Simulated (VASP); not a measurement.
# NaF (Fm-3m) in VASP: notebook

NaF is run at these levels: LDA; tasks: single point.

All numbers are computed with VASP 6.6.1; they aren't measurements. Logs are shortened: lines on timing, memory, paths and dates and some standing lists are left out, and cuts for length are marked.

### Step 1. The cell of the first run

Symmetry: Fm-3m, No. 225, cubic system. Conventional cell: a = 4.552 Å, b = 4.552 Å, c = 4.552 Å, α = 90.00°, β = 90.00°, γ = 90.00°. Na (site symmetry m-3m) has 6 F at 2.28 Å within 3.0 Å. F (site symmetry m-3m) has 6 Na at 2.28 Å within 3.0 Å.

### Step 2. Single point, LDA (volume scaled by 0.94)

INCAR

```
SYSTEM = NaF
  ALGO = Normal
  EDIFF = 1E-7
  ENCUT = 520
  ISIF = 2
  ISMEAR = -1
  LASPH = .True.
  LCHARG = .False.
  LREAL = .False.
  LWAVE = .False.
  NBANDS = 14
  NELM = 60
  PREC = Accurate
  SIGMA = 0.02
```

KPOINTS

```
k-points
0
Gamma
  10 10 10
  0 0 0
```

POSCAR

```
NaF
1.0
    0.0000000000      2.2758724064      2.2758724064
    2.2758724064      0.0000000000      2.2758724064
    2.2758724064      2.2758724064      0.0000000000
Na F
1 1
Direct
    0.0000000000      0.0000000000      0.0000000000
    0.5000000000      0.5000000000      0.5000000000
```

Potentials or basis: VASP PAW LDA potentials, release 64 (Na_pv, F).

The run is started by

```bash
cat potpaw_LDA.64/Na_pv/POTCAR potpaw_LDA.64/F/POTCAR > POTCAR
mpirun -np 1 vasp_std > vasp.out
```

OUTCAR:

```text
SYSTEM = NaF
   EDIFF = 1E-7
   ENCUT = 520
   ISIF = 2
   ISMEAR = -1
   LASPH = .True.
   LREAL = .False.
   NELM = 60
   PREC = Accurate

 ion  position               nearest neighbor table
   1  0.000  0.000  0.000-   2 2.28   2 2.28   2 2.28   2 2.28   2 2.28   2 2.28
   2  0.500  0.500  0.500-   1 2.28   1 2.28   1 2.28   1 2.28   1 2.28   1 2.28

  LATTYP: Found a face centered cubic cell.
 ALAT       =     4.5517448128

  Lattice vectors:

 A1 = (   0.0000000000,   2.2758724064,   2.2758724064)
 A2 = (   2.2758724064,   0.0000000000,   2.2758724064)
 A3 = (   2.2758724064,   2.2758724064,   0.0000000000)

Analysis of symmetry for initial positions (statically):
=====================================================================
 Subroutine PRICEL returns:
 Original cell was already a primitive cell.

 Routine SETGRP: Setting up the symmetry group for a
 face centered cubic supercell.

 Subroutine GETGRP returns: Found 48 space group operations
 (whereof 48 operations were pure point group operations)
 out of a pool of 48 trial point group operations.

The static configuration has the point symmetry O_h .

Analysis of symmetry for dynamics (positions and initial velocities):
=====================================================================
 Subroutine PRICEL returns:
 Original cell was already a primitive cell.

 Routine SETGRP: Setting up the symmetry group for a
 face centered cubic supercell.

 Subroutine GETGRP returns: Found 48 space group operations
 (whereof 48 operations were pure point group operations)
 out of a pool of 48 trial point group operations.

The dynamic configuration has the point symmetry O_h .

 Subroutine INISYM returns: Found 48 space group operations
 (whereof 48 operations are pure point group operations),
 and found     1 'primitive' translations

----------------------------------------------------------------------------------------

                                     Primitive cell

  volume of cell :      23.5762

  direct lattice vectors                    reciprocal lattice vectors
     0.000000000  2.275872406  2.275872406    -0.219695972  0.219695972  0.219695972
     2.275872406  0.000000000  2.275872406     0.219695972 -0.219695972  0.219695972
     2.275872406  2.275872406  0.000000000     0.219695972  0.219695972 -0.219695972

  length of vectors
     3.218569623  3.218569623  3.218569623     0.380524585  0.380524585  0.380524585

  position of ions in fractional coordinates (direct lattice)
     0.000000000  0.000000000  0.000000000
     0.500000000  0.500000000  0.500000000

  ion indices of the primitive-cell ions
   primitive index   ion index
                 1           1
                 2           2

[... 86 lines left out ...]
   ISMEAR =    -1;   SIGMA  =   0.02  broadening in eV -4-tet -1-fermi 0-gaus
   EFERMI_NEDOS =   21; number of points for ismear=-14 and -15
   IALGO  =     38    algorithm
   IMIX   =      4    mixing-type and parameters
     AMIX     =   0.40;   BMIX     =  1.00
     AMIX_MAG =   1.60;   BMIX_MAG =  1.00
  volume/ion in A,a.u.               =      11.79        79.55
  Fermi-wavevector in a.u.,A,eV,Ry     =   1.376025  2.600310 25.761874  1.893444
  Thomas-Fermi vector in A             =   2.501307
   LORBIT       =      0    0 simple, 1 ext, 2 COOP (PROOUT), +10 PAW based schemes
   GGA     = CA    functional components
   LHFCALC =     F    Hartree Fock is set to
   AEXX    =    0.0000 exact exchange contribution
   IVDW    =     0    specifies the selected vdW correction
   LEPSILON=     F    determine dielectric tensor
   LRPA    =     F    only Hartree local field effects (RPA)
 non-spin polarized calculation
  energy-cutoff  :      520.00
  volume of cell :       23.58
 maximum number of plane-waves:       647
   NGX = 11   NGY = 11   NGZ = 11

 number of electron      14.0000009 magnetization

 Free energy of the ion-electron system (eV)
  ---------------------------------------------------
  ext. energy  EPLUGINS =         0.00000000
  ---------------------------------------------------
  free energy    TOTEN  =        -9.32924270 eV

  energy without entropy =       -9.32924270  energy(sigma->0) =       -9.32924270

 E-fermi :  -1.8351     XC(G=0): -10.2166

 val. band max:       -2.2690813709   @ k =   0.0000   0.0000   0.0000
 cond. band min:       3.9791858245   @ k =   0.0000   0.0000   0.0000
 fundamental gap:      6.2482671954
 Fermi energy:        -1.8351032608

 k-point     1 :       0.0000    0.0000    0.0000
  band No.  band energies     occupation
      1     -21.1272      2.00000
      2     -20.8778      2.00000
      3     -20.8778      2.00000
      4     -20.8778      2.00000
      5      -2.2691      2.00000
      6      -2.2691      2.00000
      7      -2.2691      2.00000
      8       3.9792      0.00000
      9      16.6359      0.00000
     10      16.6359      0.00000
     11      16.6359      0.00000
     12      19.5614      0.00000
     13      21.8514      0.00000
     14      21.8514      0.00000
[... 377 lines left out ...]
      1     -21.4461      2.00000
      2     -20.9390      2.00000
      3     -20.9288      2.00000
      4     -20.4072      2.00000
      5      -3.5842      2.00000
      6      -2.6952      2.00000
      7      -2.6318      2.00000
      8       8.3667      0.00000
      9      11.3388      0.00000
     10      14.6086      0.00000
     11      17.5323      0.00000
     12      17.5721      0.00000
     13      23.6755      0.00000
     14      24.6047      0.00000

 [... further k-points ...]

------------------------ aborting loop because EDIFF is reached ----------------------------------------

  FORCE on cell =-STRESS in cart. coord.  units (eV):
  Direction    XX          YY          ZZ          XY          YZ          ZX
  --------------------------------------------------------------------------------------
  -------------------------------------------------------------------------------------
  Total       -0.2780320     -0.2780320     -0.2780320      0.0000000      0.0000000      0.0000000
  in kB      -18.8943331    -18.8943331    -18.8943331      0.0000000      0.0000000      0.0000000
  external PRESSURE =     -18.8943331 kB  Pullay stress =       0.0000000 kB

 VOLUME and BASIS-vectors are now :
 -----------------------------------------------------------------------------
  energy-cutoff  :      520.00
  volume of cell :       23.58
      direct lattice vectors                 reciprocal lattice vectors
     0.000000000  2.275872406  2.275872406    -0.219695972  0.219695972  0.219695972
     2.275872406  0.000000000  2.275872406     0.219695972 -0.219695972  0.219695972
     2.275872406  2.275872406  0.000000000     0.219695972  0.219695972 -0.219695972

 POSITION                                       TOTAL-FORCE (eV/Angst)
 -----------------------------------------------------------------------------------
      0.00000      0.00000      0.00000         0.000000     -0.000000      0.000000
      2.27587      2.27587      2.27587        -0.000000      0.000000     -0.000000
 -----------------------------------------------------------------------------------
    total drift:                                0.000000     -0.000000      0.000000

  FREE ENERGIE OF THE ION-ELECTRON SYSTEM (eV)
  ---------------------------------------------------
  free  energy   TOTEN  =        -9.3292426992 eV

  energy  without entropy=       -9.3292426992  energy(sigma->0) =       -9.32924270
```

stdout:

```text
POSCAR found type information on POSCAR NaF
 POSCAR found :  2 types and       2 ions
 scaLAPACK will be used
 LDA part: xc-table for (Slater(with rela. corr.)+CA(PZ))
 , standard interpolation
 POSCAR, INCAR and KPOINTS ok, starting setup
 FFT: planning ... GRIDC
 FFT: planning ... GRID_SOFT
 FFT: planning ... GRID
 WAVECAR not read
 entering main loop
```

Wall time 5.4 s (1 thread of Intel Xeon Platinum 8488C (Sapphire Rapids), shared host); peak memory 0.12 GiB.

Results:

```yaml
Free_energy: -9.3292 eV
Pressure: -1.9 GPa
Band_gap_on_the_k_mesh: 6.25 eV, direct
```

 A k mesh can miss the band edges.

### Step 3. Single point, LDA (volume scaled by 0.98)

INCAR

```
  ALGO = Normal
  EDIFF = 1E-6
  ENCUT = 520
  ISIF = 2
  ISMEAR = -1
  LASPH = T
  LCHARG = F
  LREAL = F
  LWAVE = F
  NBANDS = 14
  NELM = 80
  PREC = Accurate
  SIGMA = 0.02
```

KPOINTS

```
k-points
0
Gamma
  10 10 10
```

POSCAR

```
NaF
1.0
    0.0000000000      2.3077069127      2.3077069127
    2.3077069127      0.0000000000      2.3077069127
    2.3077069127      2.3077069127      0.0000000000
Na F
1 1
Direct
    0.0000000000      0.0000000000      0.0000000000
    0.5000000000      0.5000000000      0.5000000000
```

Potentials or basis: VASP PAW LDA potentials, release 64 (Na_pv, F).

The run is started by

```bash
cat potpaw_LDA.64/Na_pv/POTCAR potpaw_LDA.64/F/POTCAR > POTCAR
mpirun -np 1 vasp_std > vasp.out
```

It took 6.1 s on 1 thread of Intel Xeon Platinum 8488C (Sapphire Rapids), shared host; peak memory 0.12 GiB.

Results (log left out):

```yaml
Free_energy: -9.3125 eV
Pressure: -3.9 GPa
Band_gap_on_the_k_mesh: 6.02 eV, direct
```

Levels at points of the mesh, in eV from the valence-band top:
| k point | band 3 | band 4 | band 5 | band 6 | band 7 | band 8 | band 9 | band 10 | band 11 | band 12 |
| --- | --- | --- | --- | --- | --- | --- | --- | --- | --- | --- |
| (0.00, 0.00, 0.00) | -18.73 | -18.73 | 0.00 | 0.00 | 0.00 | 6.02 | 18.62 | 18.62 | 18.62 | 21.45 |
| (0.50, 0.00, 0.00) | -18.74 | -17.79 | -1.69 | -0.27 | -0.27 | 10.46 | 12.20 | 19.79 | 19.79 | 22.60 |
| (0.50, 0.50, 0.00) | -18.79 | -18.50 | -1.35 | -0.43 | -0.43 | 12.85 | 12.88 | 13.36 | 19.47 | 19.47 |

### Step 4. Single point, LDA (volume scaled by 0.96)

INCAR

```
SYSTEM = NaF
  PREC = Accurate
  ENCUT = 520
  EDIFF = 1E-7
  ISMEAR = -1
  SIGMA = 0.02
  LREAL = .False.
  LASPH = .True.
  NELM = 100
  ALGO = Normal
  ISIF = 2
  LWAVE = .False.
  LCHARG = .True.
  LELF = .True.
  LVHAR = .True.
  NBANDS = 14
```

KPOINTS

```
Automatic mesh
0
Gamma
  10 10 10
  0 0 0
```

POSCAR

```
NaF
1.0
    0.0000000000      2.2919002049      2.2919002049
    2.2919002049      0.0000000000      2.2919002049
    2.2919002049      2.2919002049      0.0000000000
Na F
1 1
Direct
    0.0000000000      0.0000000000      0.0000000000
    0.5000000000      0.5000000000      0.5000000000
```

Potentials or basis: VASP PAW LDA potentials, release 64 (Na_pv, F).

The run is started by

```bash
cat potpaw_LDA.64/Na_pv/POTCAR potpaw_LDA.64/F/POTCAR > POTCAR
mpirun -np 1 vasp_std > vasp.out
```

OUTCAR:

```text
SYSTEM = NaF
   PREC = Accurate
   ENCUT = 520
   EDIFF = 1E-7
   ISMEAR = -1
   LREAL = .False.
   LASPH = .True.
   NELM = 100
   ISIF = 2

 ion  position               nearest neighbor table
   1  0.000  0.000  0.000-   2 2.29   2 2.29   2 2.29   2 2.29   2 2.29   2 2.29
   2  0.500  0.500  0.500-   1 2.29   1 2.29   1 2.29   1 2.29   1 2.29   1 2.29

  LATTYP: Found a face centered cubic cell.
 ALAT       =     4.5838004098

  Lattice vectors:

 A1 = (   0.0000000000,   2.2919002049,   2.2919002049)
 A2 = (   2.2919002049,   0.0000000000,   2.2919002049)
[... 593 lines left out ...]

  FORCE on cell =-STRESS in cart. coord.  units (eV):
  Direction    XX          YY          ZZ          XY          YZ          ZX
  --------------------------------------------------------------------------------------
  -------------------------------------------------------------------------------------
  Total       -0.4436072     -0.4436072     -0.4436072      0.0000000      0.0000000     -0.0000000
  in kB      -29.5183473    -29.5183473    -29.5183473      0.0000000      0.0000000     -0.0000000
  external PRESSURE =     -29.5183473 kB  Pullay stress =       0.0000000 kB

 VOLUME and BASIS-vectors are now :
 -----------------------------------------------------------------------------
  energy-cutoff  :      520.00
  volume of cell :       24.08
      direct lattice vectors                 reciprocal lattice vectors
     0.000000000  2.291900205  2.291900205    -0.218159586  0.218159586  0.218159586
     2.291900205  0.000000000  2.291900205     0.218159586 -0.218159586  0.218159586
     2.291900205  2.291900205  0.000000000     0.218159586  0.218159586 -0.218159586

 POSITION                                       TOTAL-FORCE (eV/Angst)
 -----------------------------------------------------------------------------------
      0.00000      0.00000      0.00000         0.000000      0.000000      0.000000
      2.29190      2.29190      2.29190        -0.000000     -0.000000     -0.000000
 -----------------------------------------------------------------------------------
    total drift:                                0.000000     -0.000000      0.000000

  FREE ENERGIE OF THE ION-ELECTRON SYSTEM (eV)
  ---------------------------------------------------
  free  energy   TOTEN  =        -9.3224538097 eV

  energy  without entropy=       -9.3224538097  energy(sigma->0) =       -9.32245381
```

stdout:

```text
POSCAR found type information on POSCAR NaF
 POSCAR found :  2 types and       2 ions
 scaLAPACK will be used
 LDA part: xc-table for (Slater(with rela. corr.)+CA(PZ))
 , standard interpolation
 POSCAR, INCAR and KPOINTS ok, starting setup
 FFT: planning ... GRIDC
 FFT: planning ... GRID_SOFT
 FFT: planning ... GRID
 WAVECAR not read
 entering main loop
```

Run time: 5.8 s. Hardware: 1 thread of Intel Xeon Platinum 8488C (Sapphire Rapids), shared host; peak memory 0.12 GiB.

Results:

```
Free energy            : -9.3225 eV
Pressure               : -3.0 GPa
Band gap on the k mesh : 6.13 eV, direct
```

 A k mesh can miss the band edges.

### Step 5. Single point, LDA (volume scaled by 0.99)

INCAR

```
SYSTEM = NaF
PREC = Accurate ; ENCUT = 520
EDIFF = 1E-7 ; ISMEAR = -1
SIGMA = 0.02 ; LREAL = .False.
LASPH = .True. ; NELM = 60
ALGO = Normal ; ISIF = 2
LWAVE = .False. ; LCHARG = .True.
GGA = CA ; LELF = .True.
LVHAR = .True. ; NBANDS = 14
```

KPOINTS

```
regular mesh
0
Gamma
  10 10 10
  0 0 0
```

POSCAR

```
NaF
1.0
    0.0000000000      2.3155297078      2.3155297078
    2.3155297078      0.0000000000      2.3155297078
    2.3155297078      2.3155297078      0.0000000000
Na F
1 1
Direct
    0.0000000000      0.0000000000      0.0000000000
    0.5000000000      0.5000000000      0.5000000000
```

Potentials or basis: VASP PAW LDA potentials, release 64 (Na_pv, F).

The run is started by

```bash
cat potpaw_LDA.64/Na_pv/POTCAR potpaw_LDA.64/F/POTCAR > POTCAR
mpirun -np 1 vasp_std > vasp.out
```

OUTCAR:

```text
SYSTEM = NaF
   PREC = Accurate
   ENCUT = 520
   EDIFF = 1E-7
   ISMEAR = -1
   LREAL = .False.
   LASPH = .True.
   NELM = 60
   ISIF = 2
   GGA = CA

 ion  position               nearest neighbor table
   1  0.000  0.000  0.000-   2 2.32   2 2.32   2 2.32   2 2.32   2 2.32   2 2.32
   2  0.500  0.500  0.500-   1 2.32   1 2.32   1 2.32   1 2.32   1 2.32   1 2.32

  LATTYP: Found a face centered cubic cell.
 ALAT       =     4.6310594156

  Lattice vectors:

[... 592 lines left out ...]
 [... further k-points ...]

------------------------ aborting loop because EDIFF is reached ----------------------------------------

  FORCE on cell =-STRESS in cart. coord.  units (eV):
  Direction    XX          YY          ZZ          XY          YZ          ZX
  --------------------------------------------------------------------------------------
  -------------------------------------------------------------------------------------
  Total       -0.6674705     -0.6674705     -0.6674705      0.0000000      0.0000000      0.0000000
  in kB      -43.0686858    -43.0686858    -43.0686858      0.0000000      0.0000000      0.0000000
  external PRESSURE =     -43.0686858 kB  Pullay stress =       0.0000000 kB

 VOLUME and BASIS-vectors are now :
 -----------------------------------------------------------------------------
  energy-cutoff  :      520.00
  volume of cell :       24.83
      direct lattice vectors                 reciprocal lattice vectors
     0.000000000  2.315529708  2.315529708    -0.215933313  0.215933313  0.215933313
     2.315529708  0.000000000  2.315529708     0.215933313 -0.215933313  0.215933313
     2.315529708  2.315529708  0.000000000     0.215933313  0.215933313 -0.215933313

 POSITION                                       TOTAL-FORCE (eV/Angst)
 -----------------------------------------------------------------------------------
      0.00000      0.00000      0.00000         0.000000      0.000000      0.000000
      2.31553      2.31553      2.31553         0.000000     -0.000000      0.000000
 -----------------------------------------------------------------------------------
    total drift:                                0.000000     -0.000000      0.000000

  FREE ENERGIE OF THE ION-ELECTRON SYSTEM (eV)
  ---------------------------------------------------
  free  energy   TOTEN  =        -9.3064462141 eV

  energy  without entropy=       -9.3064462141  energy(sigma->0) =       -9.30644621
```

OSZICAR:

```text
N       E                     dE             d eps       ncg     rms          rms(c)
DAV:   1     0.106482376082E+03    0.10648E+03   -0.76619E+03  1346   0.121E+03
DAV:   2    -0.450267303072E+01   -0.11099E+03   -0.10267E+03  1454   0.333E+02
DAV:   3    -0.101120906880E+02   -0.56094E+01   -0.55953E+01  1622   0.690E+01
DAV:   4    -0.101558687408E+02   -0.43778E-01   -0.43776E-01  1490   0.649E+00
DAV:   5    -0.101562723588E+02   -0.40362E-03   -0.40362E-03  1652   0.629E-01    0.507E+00
DAV:   6    -0.935215359341E+01    0.80412E+00   -0.28373E+00  1550   0.149E+01    0.181E+00
DAV:   7    -0.932235929397E+01    0.29794E-01   -0.36095E-02  1370   0.198E+00    0.977E-01
DAV:   8    -0.930647357236E+01    0.15886E-01   -0.23469E-02  1470   0.328E+00    0.144E-01
DAV:   9    -0.930655128685E+01   -0.77714E-04   -0.22674E-03  1640   0.449E-01    0.105E-01
DAV:  10    -0.930644721526E+01    0.10407E-03   -0.54214E-04  1502   0.196E-01    0.736E-03
DAV:  11    -0.930644626495E+01    0.95031E-06   -0.13746E-05  1546   0.844E-02    0.238E-03
DAV:  12    -0.930644620978E+01    0.55175E-07   -0.11909E-06  1538   0.131E-02    0.958E-04
DAV:  13    -0.930644621415E+01   -0.43735E-08   -0.17200E-07  1200   0.360E-03
   1 F= -.93064462E+01 E0= -.93064462E+01  d E =-.324320E-13
```

Wall time 5.8 s (1 thread of Intel Xeon Platinum 8488C (Sapphire Rapids), shared host); peak memory 0.12 GiB.

Results:

```
Free energy            : -9.3064 eV
Pressure               : -4.3 GPa
Band gap on the k mesh : 5.97 eV, direct
```

### Step 6. Summary

```tsv
cell	gap on the mesh (eV)	pressure (GPa)
a = 3.219 Å, angles 60.0°, 2 atoms	6.25	-1.9
a = 3.264 Å, angles 60.0°, 2 atoms	6.02	-3.9
a = 3.241 Å, angles 60.0°, 2 atoms	6.13	-3.0
a = 3.275 Å, angles 60.0°, 2 atoms	5.97	-4.3
```

Alike in all rows: task single point; level LDA; potentials or basis VASP PAW LDA potentials, release 64 (Na_pv, F); no spin polarisation; k mesh 10 × 10 × 10; cutoff (eV) 520; smearing fermi-dirac 0.02 eV.

Absolute energies hang on the potentials; compare differences alone.
